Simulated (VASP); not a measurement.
Here is a VASP 6.6.1 calculation.

File INCAR:

```
PREC = Accurate
ENCUT = 520
EDIFF = 1E-8
ISMEAR = -1
SIGMA = 0.02
LREAL = F
LASPH = T
NELM = 100
ALGO = Normal
ISIF = 2
LWAVE = F
LCHARG = F
GGA = PE
LEFG = T
NBANDS = 33
```

KPOINTS

```
regular mesh
0
Gamma
  6 6 9
```

POSCAR

```
TaN
1.0
    5.1849992558      0.0000000000      0.0000000000
   -2.5924996279      4.4903410741      0.0000000000
    0.0000000000      0.0000000000      2.9080000000
Ta N
3 3
Direct
    0.0000000000      0.0000000000      0.0000000000
    0.3333333333      0.6666666667      0.5000000000
    0.6666666667      0.3333333333      0.5000000000
    0.5000000000      0.0000000000      0.0000000000
    0.5000000000      0.5000000000      0.0000000000
    0.0000000000      0.5000000000      0.0000000000
```

Potentials or basis: VASP PAW PBE potentials, release 64 (Ta_pv, N).

Run with:

```sh
$ cat potpaw_PBE.64/Ta_pv/POTCAR potpaw_PBE.64/N/POTCAR > POTCAR
$ mpirun -np 1 vasp_std > vasp.out
```

Task: Predict the band gap on the k mesh.

Result: Zero (band 24 reaches 9.04 eV, above the bottom of band 25 at 6.98 eV).

Task: Predict the pressure.

Result: 11.2 GPa.

Electric field gradients, principal values (V/Å²):
| atom | least | middle | greatest (by size) |
| --- | --- | --- | --- |
| 1 Ta | 175.018 | 175.018 | -350.036 |
| 2 Ta | 181.559 | 181.560 | -363.118 |
| 3 Ta | 181.559 | 181.560 | -363.118 |
| 4 N | -3.907 | -28.447 | 32.353 |
| 5 N | -3.908 | -28.447 | 32.354 |
| 6 N | -3.907 | -28.447 | 32.353 |

Caveat: without QUAD_EFG the Cq values of the log hold for a quadrupole moment of 1 mb, not for the nuclei; spin-orbit coupling is left out, which moves the levels of the heavy elements.
